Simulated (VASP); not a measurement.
# Ru (P6/mmm) in VASP: further runs

The runs below take Ru through single point, with PBEsol.

Everything below comes from runs of VASP 6.6.1. Logs are shortened: lines on timing, memory, paths and dates and some standing lists are left out, and cuts for length are marked.

**1. The cell of the first run**

Symmetry: P6/mmm, No. 191, hexagonal system. Conventional cell: a = 2.572 Å, b = 2.572 Å, c = 2.404 Å, α = 90.00°, β = 90.00°, γ = 120.00°. Within 3.2 Å of Ru (site symmetry 6/mmm) lie 8 Ru at 2.40 to 2.57 Å.

This isn't the form of Ru at room conditions, which is hcp.

**2. Single point, PBEsol**

The input, INCAR:

```
ALGO = Normal
EDIFF = 1E-6
ENCUT = 560
GGA = PS
GGA_COMPAT = F
ISIF = 2
ISMEAR = 0
LASPH = T
LCHARG = T
LELF = T
LREAL = F
LVHAR = T
LWAVE = F
NBANDS = 14
NELM = 120
PREC = Accurate
SIGMA = 0.1
```

The input, KPOINTS:

```
k-points
0
Gamma
  9 9 8
```

The input, POSCAR:

```
Ru
1.0
    2.5723315739      0.0000000000      0.0000000000
   -1.2861657869      2.2277044899      0.0000000000
    0.0000000000      0.0000000000      2.4035223143
Ru
1
Direct
    0.0000000000      0.0000000000      0.0000000000
```

Potentials or basis: VASP PAW PBE potentials, release 64 (Ru_sv).

Started as:

```
$ cat potpaw_PBE.64/Ru_sv/POTCAR > POTCAR
$ mpirun -np 1 vasp_std > vasp.out
```

OUTCAR:

```text
EDIFF = 1E-6
   ENCUT = 560
   GGA = PS
   ISIF = 2
   ISMEAR = 0
   LASPH = T
   LREAL = F
   NELM = 120
   PREC = Accurate

 ion  position               nearest neighbor table
   1  0.000  0.000  0.000-

  LATTYP: Found a hexagonal cell.
 ALAT       =     2.5723315739
 C/A-ratio  =     0.9343750000

  Lattice vectors:

 A1 = (   2.5723315739,   0.0000000000,   0.0000000000)
 A2 = (  -1.2861657869,   2.2277044899,   0.0000000000)
 A3 = (   0.0000000000,   0.0000000000,   2.4035223143)

Analysis of symmetry for initial positions (statically):
=====================================================================
 Subroutine PRICEL returns:
 Original cell was already a primitive cell.

 Routine SETGRP: Setting up the symmetry group for a
 hexagonal supercell.

 Subroutine GETGRP returns: Found 24 space group operations
 (whereof 24 operations were pure point group operations)
 out of a pool of 24 trial point group operations.

The static configuration has the point symmetry D_6h.

Analysis of symmetry for dynamics (positions and initial velocities):
=====================================================================
 Subroutine PRICEL returns:
 Original cell was already a primitive cell.

 Routine SETGRP: Setting up the symmetry group for a
 hexagonal supercell.

 Subroutine GETGRP returns: Found 24 space group operations
 (whereof 24 operations were pure point group operations)
 out of a pool of 24 trial point group operations.

The dynamic configuration has the point symmetry D_6h.

 Subroutine INISYM returns: Found 24 space group operations
 (whereof 24 operations are pure point group operations),
 and found     1 'primitive' translations

----------------------------------------------------------------------------------------

                                     Primitive cell

  volume of cell :      13.7731

  direct lattice vectors                    reciprocal lattice vectors
     2.572331574  0.000000000  0.000000000     0.388752372  0.224446286  0.000000000
    -1.286165787  2.227704490  0.000000000     0.000000000  0.448892573  0.000000000
     0.000000000  0.000000000  2.403522314     0.000000000  0.000000000  0.416056050

  length of vectors
     2.572331574  2.572331574  2.403522314     0.448892573  0.448892573  0.416056050

  position of ions in fractional coordinates (direct lattice)
     0.000000000  0.000000000  0.000000000

  ion indices of the primitive-cell ions
   primitive index   ion index
                 1           1

[... 81 lines left out ...]
   PSTRESS=    0.0 pullay stress
   NELECT =      16.0000    total number of electrons
   NUPDOWN=      -1.0000    fix difference up-down
   EMIN   =  10.00;   EMAX   =-10.00  energy-range for DOS
   EFERMI =   0.00;   METHOD = LEGACY
   ISMEAR =     0;   SIGMA  =   0.10  broadening in eV -4-tet -1-fermi 0-gaus
   EFERMI_NEDOS =   21; number of points for ismear=-14 and -15
   IALGO  =     38    algorithm
   IMIX   =      4    mixing-type and parameters
     AMIX     =   0.40;   BMIX     =  1.00
     AMIX_MAG =   1.60;   BMIX_MAG =  1.00
  volume/ion in A,a.u.               =      13.77        92.95
  Fermi-wavevector in a.u.,A,eV,Ry     =   1.720959  3.252141 40.296387  2.961701
  Thomas-Fermi vector in A             =   2.797301
   LORBIT       =      0    0 simple, 1 ext, 2 COOP (PROOUT), +10 PAW based schemes
   GGA     = PS    functional components
   LHFCALC =     F    Hartree Fock is set to
   AEXX    =    0.0000 exact exchange contribution
   IVDW    =     0    specifies the selected vdW correction
   LEPSILON=     F    determine dielectric tensor
   LRPA    =     F    only Hartree local field effects (RPA)
 non-spin polarized calculation
 Gauss-broadening in eV      SIGMA  =   0.10
  energy-cutoff  :      560.00
  volume of cell :       13.77
 maximum number of plane-waves:       435
 NGX is ok and might be reduce to    20
   NGX =  9   NGY =  9   NGZ =  9

 number of electron      16.0000004 magnetization

 Free energy of the ion-electron system (eV)
  ---------------------------------------------------
  ext. energy  EPLUGINS =         0.00000000
  ---------------------------------------------------
  free energy    TOTEN  =        -9.30565694 eV

  energy without entropy =       -9.30060961  energy(sigma->0) =       -9.30313328

 E-fermi :  14.8314     XC(G=0): -14.2208

 val. band max:       14.7800406518   @ k =   0.3333   0.2222   0.1250
 cond. band min:      14.8896356255   @ k =   0.1111   0.1111   0.2500
 fundamental gap:      0.1095949737
 Fermi energy:        14.8314364235

 k-point     1 :       0.0000    0.0000    0.0000
  band No.  band energies     occupation
      1     -58.1588      2.00000
      2     -27.4531      2.00000
      3     -27.4531      2.00000
      4     -27.3980      2.00000
      5       6.8889      2.00000
      6       8.7742      2.00000
      7      12.2425      2.00000
      8      12.2425      2.00000
      9      16.9883      0.00000
     10      16.9883      0.00000
     11      29.8470      0.00000
     12      32.3876      0.00000
     13      37.7894      0.00000
     14      37.7894      0.00000
[... 377 lines left out ...]
      1     -57.9030      2.00000
      2     -28.2928      2.00000
      3     -28.2928      2.00000
      4     -27.4686      2.00000
      5      11.2024      2.00000
      6      11.3417      2.00000
      7      11.3417      2.00000
      8      14.1974      2.00000
      9      14.1974      2.00000
     10      23.7171      0.00000
     11      23.9481      0.00000
     12      23.9481      0.00000
     13      37.3537      0.00000
     14      37.3537      0.00000

 [... further k-points ...]

------------------------ aborting loop because EDIFF is reached ----------------------------------------

  FORCE on cell =-STRESS in cart. coord.  units (eV):
  Direction    XX          YY          ZZ          XY          YZ          ZX
  --------------------------------------------------------------------------------------
  -------------------------------------------------------------------------------------
  Total        1.3671589      1.3671589      1.2096433      0.0000000     -0.0000000      0.0000000
  in kB      159.0365279    159.0365279    140.7133196      0.0000000     -0.0000000      0.0000000
  external PRESSURE =     152.9287918 kB  Pullay stress =       0.0000000 kB

 VOLUME and BASIS-vectors are now :
 -----------------------------------------------------------------------------
  energy-cutoff  :      560.00
  volume of cell :       13.77
      direct lattice vectors                 reciprocal lattice vectors
     2.572331574  0.000000000  0.000000000     0.388752372  0.224446286  0.000000000
    -1.286165787  2.227704490  0.000000000     0.000000000  0.448892573  0.000000000
     0.000000000  0.000000000  2.403522314     0.000000000  0.000000000  0.416056050

 POSITION                                       TOTAL-FORCE (eV/Angst)
 -----------------------------------------------------------------------------------
      0.00000      0.00000      0.00000         0.000000      0.000000      0.000000
 -----------------------------------------------------------------------------------
    total drift:                               -0.000000     -0.000000     -0.000000

  FREE ENERGIE OF THE ION-ELECTRON SYSTEM (eV)
  ---------------------------------------------------
  free  energy   TOTEN  =        -9.3056569424 eV

  energy  without entropy=       -9.3006096135  energy(sigma->0) =       -9.30313328
```

OSZICAR:

```text
N       E                     dE             d eps       ncg     rms          rms(c)
DAV:   1     0.141035713967E+03    0.14104E+03   -0.97777E+03  1680   0.134E+03
DAV:   2    -0.721800224300E+01   -0.14825E+03   -0.13964E+03  1884   0.392E+02
DAV:   3    -0.978720761529E+01   -0.25692E+01   -0.25583E+01  1980   0.560E+01
DAV:   4    -0.980223522514E+01   -0.15028E-01   -0.15027E-01  1968   0.458E+00
DAV:   5    -0.980239721306E+01   -0.16199E-03   -0.16199E-03  1968   0.459E-01    0.203E+01
DAV:   6    -0.932963126414E+01    0.47277E+00   -0.77441E-01  1782   0.119E+01    0.538E+00
DAV:   7    -0.930800109545E+01    0.21630E-01   -0.37366E-02  2022   0.230E+00    0.148E+00
DAV:   8    -0.930572941207E+01    0.22717E-02   -0.36238E-03  1728   0.881E-01    0.820E-02
DAV:   9    -0.930565634555E+01    0.73067E-04   -0.63764E-05  2004   0.111E-01    0.550E-02
DAV:  10    -0.930565694237E+01   -0.59682E-06   -0.41773E-06  1884   0.229E-02
   1 F= -.93056569E+01 E0= -.93031333E+01  d E =-.504733E-02
```

stdout:

```text
POSCAR found type information on POSCAR Ru
 POSCAR found :  1 types and       1 ions
 scaLAPACK will be used
 -----------------------------------------------------------------------------
|                                                                             |
|                                                                             |
|     You enforced a specific xc type in the INCAR file but a different       |
|     I HOPE YOU KNOW WHAT YOU ARE DOING!                                     |
|                                                                             |
 -----------------------------------------------------------------------------

 LDA part: xc-table for (Slater+PW92), standard interpolation
 POSCAR, INCAR and KPOINTS ok, starting setup
 FFT: planning ... GRIDC
 FFT: planning ... GRID_SOFT
 FFT: planning ... GRID
 WAVECAR not read
 entering main loop
```

Run time: 5 s. Hardware: 1 thread of AMD EPYC 9R45 (Zen 5), shared host; peak memory 0.1 GiB.

What came out:

```yaml
Free_energy: -9.3057 eV
Pressure: 15.3 GPa
Band_gap_on_the_k_mesh: zero (bands 8 and 9 overlap by 3.75 eV)
```

Stress tensor (GPa, compression positive):
```
15.90  0.00  0.00
 0.00 15.90  0.00
 0.00  0.00 14.07
```

Caveat: the cell stands under pressure; the PAW data sets were made with another functional, which shifts forces and pressure a little.

**3. Single point, PBEsol**

This run uses another cell than the first one, of 14.50 Å³/atom.

The input, INCAR:

```
SYSTEM = Ru
PREC = Accurate
ENCUT = 560
EDIFF = 1E-6
ISMEAR = 0
SIGMA = 0.1
LREAL = .FALSE.
LASPH = .TRUE.
NELM = 120
ALGO = Normal
ISIF = 2
LWAVE = .FALSE.
LCHARG = .FALSE.
GGA = PS
NBANDS = 14
GGA_COMPAT = .FALSE.
```

The input, KPOINTS:

```
Automatic mesh
0
G
  24 24 22
  0 0 0
```

The input, POSCAR:

```
Ru
1.0
    2.6271037100      0.0000000000      0.0000000000
   -1.3135518550      2.2751385513      0.0000000000
    0.0000000000      0.0000000000      2.4266038638
Ru
1
Direct
    0.0000000000      0.0000000000      0.0000000000
```

Potentials or basis: VASP PAW PBE potentials, release 64 (Ru_sv).

Started as:

```
$ cat potpaw_PBE.64/Ru_sv/POTCAR > POTCAR
$ mpirun -np 1 vasp_std > vasp.out
```

OUTCAR:

```text
SYSTEM = Ru
   PREC = Accurate
   ENCUT = 560
   EDIFF = 1E-6
   ISMEAR = 0
   LREAL = .FALSE.
   LASPH = .TRUE.
   NELM = 120
   ISIF = 2
   GGA = PS

 ion  position               nearest neighbor table
   1  0.000  0.000  0.000-

  LATTYP: Found a hexagonal cell.
 ALAT       =     2.6271037100
 C/A-ratio  =     0.9236802699

  Lattice vectors:

 A1 = (   2.6271037100,   0.0000000000,   0.0000000000)
 A2 = (  -1.3135518550,   2.2751385513,   0.0000000000)
[... 587 lines left out ...]
     14      37.6368      0.00000

 [... further k-points ...]

------------------------ aborting loop because EDIFF is reached ----------------------------------------

  FORCE on cell =-STRESS in cart. coord.  units (eV):
  Direction    XX          YY          ZZ          XY          YZ          ZX
  --------------------------------------------------------------------------------------
  -------------------------------------------------------------------------------------
  Total       -0.0296155     -0.0296155     -0.0317191      0.0000000     -0.0000000      0.0000000
  in kB       -3.2714926     -3.2714926     -3.5038643      0.0000000     -0.0000000      0.0000000
  external PRESSURE =      -3.3489498 kB  Pullay stress =       0.0000000 kB

 VOLUME and BASIS-vectors are now :
 -----------------------------------------------------------------------------
  energy-cutoff  :      560.00
  volume of cell :       14.50
      direct lattice vectors                 reciprocal lattice vectors
     2.627103710  0.000000000  0.000000000     0.380647325  0.219766836  0.000000000
    -1.313551855  2.275138551  0.000000000     0.000000000  0.439533671  0.000000000
     0.000000000  0.000000000  2.426603864     0.000000000  0.000000000  0.412098577

 POSITION                                       TOTAL-FORCE (eV/Angst)
 -----------------------------------------------------------------------------------
      0.00000      0.00000      0.00000         0.000000      0.000000      0.000000
 -----------------------------------------------------------------------------------
    total drift:                               -0.000000      0.000000     -0.000000

  FREE ENERGIE OF THE ION-ELECTRON SYSTEM (eV)
  ---------------------------------------------------
  free  energy   TOTEN  =        -9.3092218549 eV

  energy  without entropy=       -9.3015847115  energy(sigma->0) =       -9.30540328
```

Run time: 61 s. Hardware: 1 thread of AMD EPYC 9R45 (Zen 5), shared host; peak memory 0.22 GiB.

Results:

```
Free energy            : -9.3092 eV
Pressure               : -0.3 GPa
Band gap on the k mesh : zero (bands 8 and 9 overlap by 3.80 eV)
```

Levels at points of the mesh, in eV from the Fermi level:
| k point | band 6 | band 7 | band 8 | band 9 | band 10 | band 11 |
| --- | --- | --- | --- | --- | --- | --- |
| (0.00, 0.00, 0.00) | -5.73 | -2.42 | -2.42 | 1.98 | 1.98 | 14.94 |
| (0.50, 0.00, 0.00) | -4.64 | -0.55 | 0.56 | 1.44 | 2.18 | 8.81 |
| (0.00, 0.00, 0.50) | -1.68 | -1.68 | -1.02 | -1.02 | -0.29 | 8.64 |
| (0.50, 0.00, 0.50) | -4.56 | -2.08 | 2.49 | 3.72 | 6.79 | 7.15 |

Caveat: the PAW data sets were made with another functional, which shifts forces and pressure a little.

The gap in the log of VASP goes by the Fermi energy; the results here count the filled bands.